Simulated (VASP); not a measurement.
# Co (Im-3m) in VASP: a series of runs

Runs on Co. Level: LDA. Tasks: relaxation of cell and atoms, single point.

Program: VASP 6.6.1. These are calculated values, not measurements. Logs are shortened: lines on timing, memory, paths and dates and some standing lists are left out, and cuts for length are marked.

## (1) The cell of the first run

The structure is cubic, space group Im-3m (No. 229). The conventional cell has a = 2.808 Å, b = 2.808 Å, c = 2.808 Å, α = 90.00°, β = 90.00°, γ = 90.00°. Co (site symmetry m-3m) has 14 Co at 2.43 to 2.81 Å within 3.2 Å.

This isn't the form of Co at room conditions, which is hcp.

## (2) Relaxation of cell and atoms, LDA, collinear spin, ferromagnetic start

File INCAR:

```
  PREC = Accurate
  ENCUT = 600
  EDIFF = 1E-7
  ISMEAR = -1
  SIGMA = 0.05
  LREAL = False
  LASPH = True
  NELM = 150
  ALGO = Normal
  ISIF = 3
  LWAVE = False
  LCHARG = False
  ISPIN = 2
  MAGMOM = 1.7
  LORBIT = 11
  LMAXMIX = 4
  IBRION = 2
  NSW = 80
  EDIFFG = -0.01
```

File KPOINTS:

```
regular mesh
0
Gamma
  16 16 16
```

File POSCAR:

```
Co
1.0
   -1.4041371717      1.4041371717      1.4041371717
    1.4041371717     -1.4041371717      1.4041371717
    1.4041371717      1.4041371717     -1.4041371717
Co
1
Direct
    0.0000000000      0.0000000000      0.0000000000
```

Potentials or basis: VASP PAW LDA potentials, release 64 (Co).

Started as:

```console
$ cat potpaw_LDA.64/Co/POTCAR > POTCAR
$ mpirun -np 1 vasp_std > vasp.out
```

OUTCAR:

```text
PREC = Accurate
   ENCUT = 600
   EDIFF = 1E-7
   ISMEAR = -1
   LREAL = False
   LASPH = True
   NELM = 150
   ISIF = 3
   ISPIN = 2
   LORBIT = 11
   IBRION = 2
   NSW = 80
   EDIFFG = -0.01

 ion  position               nearest neighbor table
   1  0.000  0.000  0.000-

  LATTYP: Found a body centered cubic cell.
 ALAT       =     2.8082743434

  Lattice vectors:

 A1 = (  -1.4041371717,   1.4041371717,   1.4041371717)
 A2 = (   1.4041371717,  -1.4041371717,   1.4041371717)
 A3 = (   1.4041371717,   1.4041371717,  -1.4041371717)

Analysis of symmetry for initial positions (statically):
=====================================================================
 Subroutine PRICEL returns:
 Original cell was already a primitive cell.

 Routine SETGRP: Setting up the symmetry group for a
 body centered cubic supercell.

 Subroutine GETGRP returns: Found 48 space group operations
 (whereof 48 operations were pure point group operations)
 out of a pool of 48 trial point group operations.

The static configuration has the point symmetry O_h .

Analysis of symmetry for dynamics (positions and initial velocities):
=====================================================================
 Subroutine PRICEL returns:
 Original cell was already a primitive cell.

 Routine SETGRP: Setting up the symmetry group for a
 body centered cubic supercell.

 Subroutine GETGRP returns: Found 48 space group operations
 (whereof 48 operations were pure point group operations)
 out of a pool of 48 trial point group operations.

The dynamic configuration has the point symmetry O_h .

Analysis of structural, dynamic, and magnetic symmetry:
=====================================================================
 Subroutine PRICEL returns:
 Original cell was already a primitive cell.

 Routine SETGRP: Setting up the symmetry group for a
 body centered cubic supercell.

 Subroutine GETGRP returns: Found 48 space group operations
 (whereof 48 operations were pure point group operations)
 out of a pool of 48 trial point group operations.

The overall configuration has the point symmetry O_h .

 Subroutine INISYM returns: Found 48 space group operations
 (whereof 48 operations are pure point group operations),
 and found     1 'primitive' translations

----------------------------------------------------------------------------------------

                                     Primitive cell

  volume of cell :      11.0736

  direct lattice vectors                    reciprocal lattice vectors
    -1.404137172  1.404137172  1.404137172     0.000000000  0.356090566  0.356090566
     1.404137172 -1.404137172  1.404137172     0.356090566  0.000000000  0.356090566
     1.404137172  1.404137172 -1.404137172     0.356090566  0.356090566  0.000000000

  length of vectors
     2.432036922  2.432036922  2.432036922     0.503588108  0.503588108  0.503588108

  position of ions in fractional coordinates (direct lattice)
     0.000000000  0.000000000  0.000000000

  ion indices of the primitive-cell ions
   primitive index   ion index
                 1           1

----------------------------------------------------------------------------------------

 KPOINTS: regular mesh

Automatic generation of k-mesh.
 Grid dimensions read from file:
 generate k-points for:   16   16   16

 Generating k-lattice:

  Cartesian coordinates                     Fractional coordinates (reciprocal lattice)
     0.000000000  0.022255660  0.022255660     0.062500000  0.000000000  0.000000000
     0.022255660  0.000000000  0.022255660     0.000000000  0.062500000  0.000000000
     0.022255660  0.022255660  0.000000000     0.000000000  0.000000000  0.062500000

  Length of vectors
     0.031474257  0.031474257  0.031474257

  Shift w.r.t. Gamma in fractional coordinates (k-lattice)
     0.000000000  0.000000000  0.000000000

 Subroutine IBZKPT returns following result:
 ===========================================

 Found    145 irreducible k-points:

 Following reciprocal coordinates:
            Coordinates               Weight
  0.000000  0.000000  0.000000      1.000000
  0.062500  0.000000  0.000000     12.000000
  0.125000  0.000000  0.000000     12.000000
  0.187500  0.000000  0.000000     12.000000
  0.250000  0.000000  0.000000     12.000000
  0.312500  0.000000  0.000000     12.000000
[... 16 lines left out ...]
  0.187500  0.187500  0.000000     24.000000
  0.250000  0.187500  0.000000     48.000000
 [... further k-points ...]
   k-points           NKPTS =    145   k-points in BZ     NKDIM =    145   number of bands    NBANDS=      9
   number of dos      NEDOS =    301   number of ions     NIONS =      1
   total plane-waves  NPLWV =   8000
   dimension x,y,z NGX =    20 NGY =   20 NGZ =   20
   dimension x,y,z NGXF=    40 NGYF=   40 NGZF=   40
   ions per type =               1
   NGX,Y,Z   is equivalent  to a cutoff of  13.67, 13.67, 13.67 a.u.
   NGXF,Y,Z  is equivalent  to a cutoff of  27.34, 27.34, 27.34 a.u.
 SYSTEM =  unknown system
   PREC   = accura    normal or accurate (medium, high low for compatibility)
   ISTART =      0    job   : 0-new  1-cont  2-samecut
   ICHARG =      2    charge: 1-file 2-atom 10-const
   ISPIN  =      2    spin polarized calculation?
   LNONCOLLINEAR =      F non collinear calculations
   LSORBIT =      F    spin-orbit coupling
   LASPH  =      T    aspherical Exc in radial PAW
   ENCUT  =  600.0 eV  44.10 Ry    6.64 a.u.   4.86  4.86  4.86*2*pi/ulx,y,z
   NELM   =    150;   NELMIN=  2; NELMDL= -5     # of ELM steps
   EDIFF  = 0.1E-06   stopping-criterion for ELM
   LREAL  =      F    real-space projection
   EDIFFG = -.1E-01   stopping-criterion for IOM
   NSW    =     80    number of steps for IOM
   IBRION =      2    ionic relax: 0-MD 1-quasi-New 2-CG
   NFREE  =      1    steps in history (QN), initial steepest desc. (CG)
   ISIF   =      3    stress and relaxation
   ISYM   =      2    0-nonsym 1-usesym 2-fastsym
   POTIM  = 0.5000    time-step for ionic-motion
   TEBEG  =    0.0;   TEEND  =   0.0 temperature during run
   PSTRESS=    0.0 pullay stress
   NELECT =       9.0000    total number of electrons
   NUPDOWN=      -1.0000    fix difference up-down
   EMIN   =  10.00;   EMAX   =-10.00  energy-range for DOS
   EFERMI =   0.00;   METHOD = LEGACY
   ISMEAR =    -1;   SIGMA  =   0.05  broadening in eV -4-tet -1-fermi 0-gaus
   EFERMI_NEDOS =   21; number of points for ismear=-14 and -15
   IALGO  =     38    algorithm
   IMIX   =      4    mixing-type and parameters
     AMIX     =   0.40;   BMIX     =  1.00
     AMIX_MAG =   1.60;   BMIX_MAG =  1.00
  volume/ion in A,a.u.               =      11.07        74.73
  Fermi-wavevector in a.u.,A,eV,Ry     =   1.527775  2.887077 31.757320  2.334097
  Thomas-Fermi vector in A             =   2.635625
   LORBIT       =     11    0 simple, 1 ext, 2 COOP (PROOUT), +10 PAW based schemes
   GGA     = CA    functional components
   LHFCALC =     F    Hartree Fock is set to
   AEXX    =    0.0000 exact exchange contribution
   IVDW    =     0    specifies the selected vdW correction
   LEPSILON=     F    determine dielectric tensor
   LRPA    =     F    only Hartree local field effects (RPA)
 conjugate gradient relaxation of ions
 spin polarized calculation
  energy-cutoff  :      600.00
  volume of cell :       11.07
 maximum number of plane-waves:       380
   NGX =  9   NGY =  9   NGZ =  9

--------------------------------------- Ionic step        1  -------------------------------------------

 number of electron       9.0000002 magnetization       1.6689862

 Free energy of the ion-electron system (eV)
  ---------------------------------------------------
  ext. energy  EPLUGINS =         0.00000000
  ---------------------------------------------------
  free energy    TOTEN  =        -7.92913436 eV

  energy without entropy =       -7.91522130  energy(sigma->0) =       -7.92217783

 E-fermi :   9.9033     XC(G=0): -13.6215

 val. band max:        9.9008141838   @ k =  -0.3750  -0.4375   0.0625
 cond. band min:       9.9073180639   @ k =   0.3125   0.0000   0.0000
 fundamental gap:      0.0065038801
 Fermi energy:         9.9032580810

 spin component 1

 k-point     1 :       0.0000    0.0000    0.0000
  band No.  band energies     occupation
      1       0.8164      1.00000
      2       7.0701      1.00000
      3       7.0701      1.00000
      4       7.0701      1.00000
      5       8.2914      1.00000
      6       8.2914      1.00000
      7      35.1207      0.00000
      8      35.1207      0.00000
      9      35.1207      0.00000

 k-point     2 :       0.0625    0.0000    0.0000
  band No.  band energies     occupation
      1       0.9783      1.00000
      2       7.0300      1.00000
      3       7.0675      1.00000
      4       7.1499      1.00000
      5       8.2515      1.00000
      6       8.2945      1.00000
      7      33.9721      0.00000
      8      34.8639      0.00000
      9      34.9679      0.00000
[... 648 lines left out ...]
 POSITION                                       TOTAL-FORCE (eV/Angst)
 -----------------------------------------------------------------------------------
      0.00000     -0.00000      0.00000        -0.000000      0.000000      0.000000
 -----------------------------------------------------------------------------------
    total drift:                                0.000000      0.000000      0.000000

  FREE ENERGIE OF THE ION-ELECTRON SYSTEM (eV)
  ---------------------------------------------------
  free  energy   TOTEN  =        -7.9869530732 eV

  energy  without entropy=       -7.9742461359  energy(sigma->0) =       -7.98059960

--------------------------------------- Ionic step        4  -------------------------------------------

 number of electron       8.9999996 magnetization       1.6090620

 Free energy of the ion-electron system (eV)
  ---------------------------------------------------
  ext. energy  EPLUGINS =         0.00000000
  ---------------------------------------------------
  free energy    TOTEN  =        -7.98699631 eV

  energy without entropy =       -7.97433652  energy(sigma->0) =       -7.98066642

 E-fermi :  11.1897     XC(G=0): -14.1328

 val. band max:       11.1789954005   @ k =   0.3125   0.0625   0.0000
 cond. band min:      11.1961865817   @ k =   0.1250   0.0625   0.0625
 fundamental gap:      0.0171911812
 Fermi energy:        11.1897198395

 spin component 1

 k-point     1 :       0.0000    0.0000    0.0000
  band No.  band energies     occupation
      1       1.5736      1.00000
      2       8.2104      1.00000
      3       8.2104      1.00000
      4       8.2104      1.00000
      5       9.6303      1.00000
      6       9.6303      1.00000
      7      37.2694      0.00000
      8      37.2694      0.00000
      9      37.2694      0.00000

 k-point     2 :       0.0625    0.0000    0.0000
  band No.  band energies     occupation
      1       1.7467      1.00000
      2       8.1640      1.00000
      3       8.2068      1.00000
      4       8.3012      1.00000
      5       9.5834      1.00000
      6       9.6339      1.00000
      7      36.1948      0.00000
      8      37.0397      0.00000
      9      37.1650      0.00000
[... 578 lines left out ...]
 POSITION                                       TOTAL-FORCE (eV/Angst)
 -----------------------------------------------------------------------------------
     -1.36414      1.36414      1.36414        -0.000000      0.000000     -0.000000
 -----------------------------------------------------------------------------------
    total drift:                               -0.000000     -0.000000      0.000000

  FREE ENERGIE OF THE ION-ELECTRON SYSTEM (eV)
  ---------------------------------------------------
  free  energy   TOTEN  =        -7.9869963110 eV

  energy  without entropy=       -7.9743365193  energy(sigma->0) =       -7.98066642

 reached required accuracy - stopping structural energy minimisation

 total charge

# of ion       s       p       d       tot
------------------------------------------
    1        0.516   0.580   7.319   8.415

 magnetization (x)

# of ion       s       p       d       tot
------------------------------------------
    1       -0.005  -0.032   1.640   1.603
```

It took 54 s on 1 thread of Intel Xeon Platinum 8488C (Sapphire Rapids), shared host; peak memory 0.16 GiB.

What came out:

- Free energy: -7.9870 eV
- Relaxed volume: 10.15 Å³/atom
- Relaxed cell: a = 2.363 Å, b = 2.363 Å, c = 2.363 Å, α = 109.47°, β = 109.47°, γ = 109.47°
- Space group after relaxing (to 0.1 Å): Im-3m (No. 229)
- Energy gained by relaxing: 57.9 meV/atom
- Ionic steps: 4
- Pressure after relaxing: -0.1 GPa
- Net moment: 1.61 μB per cell
- Site moments: Co +1.60 μB
- Valence electrons inside the program's atomic spheres: Co 8.41

The path:
```tsv
step	energy change (eV)	largest force (eV/Å)	pressure (GPa)	volume (Å³)
1	0.0000	0.0000	-18.51	11.07
2	0.0416	0.0000	34.97	9.15
3	-0.0578	0.0000	-0.60	10.17
4	-0.0579	0.0000	-0.07	10.15
```

Final structure:
```
Co
1.0
    -1.36414    1.36414    1.36414
     1.36414   -1.36414    1.36414
     1.36414    1.36414   -1.36414
Co
1
Direct
  0.00000 0.00000 0.00000
```

Levels at points of the mesh, in eV from the Fermi level:
Spin up:
```csv
k point,band 3,band 4,band 5,band 6,band 7,band 8
"(0.00, 0.00, 0.00)",-2.98,-2.98,-1.56,-1.56,26.08,26.08
"(0.50, 0.00, 0.00)",-1.54,-1.36,-0.17,-0.05,7.26,19.06
"(0.50, 0.50, 0.50)",-0.45,-0.45,-0.45,10.01,10.01,10.01
```
Spin down:
```tsv
k point	band 1	band 2	band 3	band 4	band 5	band 6	band 7	band 8	band 9
(0.00, 0.00, 0.00)	-9.39	-1.60	-1.60	-1.60	0.20	0.20	26.17	26.17	26.17
(0.50, 0.00, 0.00)	-4.78	-2.86	0.13	0.17	0.43	1.43	8.23	19.25	21.40
(0.50, 0.50, 0.50)	-4.34	-4.34	1.13	1.13	1.13	10.31	10.31	10.31	17.05
```

(Part 1 of 2 ends here.)
